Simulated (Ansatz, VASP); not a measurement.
**Two plane-wave programs on ZnS**

```
CELL_PARAMETERS angstrom
0.00000 2.70200 2.70200
2.70200 0.00000 2.70200
2.70200 2.70200 0.00000
ATOMIC_POSITIONS crystal
Zn 0.25000 0.25000 0.25000
S 0.00000 0.00000 0.00000
```

Alike in both runs: task single point; functional revPBE; k mesh 5 × 5 × 5; no spin polarisation.

|  | VASP | Ansatz |
| --- | --- | --- |
| version | VASP 6.6.1 | Ansatz 0.2.0 |
| potentials or method | VASP PAW PBE potentials, release 64 (Zn, S), cutoff 500 eV | plane waves, PAW |
| occupations | gaussian, width 0.01 eV | fixed |
| valence electrons in the cell | 18 | 18 |

```csv
,VASP,Ansatz,Ansatz less VASP
gap on the k mesh at the Fermi level (eV),2.23,2.23,-0.002
```

VASP's potentials were made for PBE, not for revPBE.
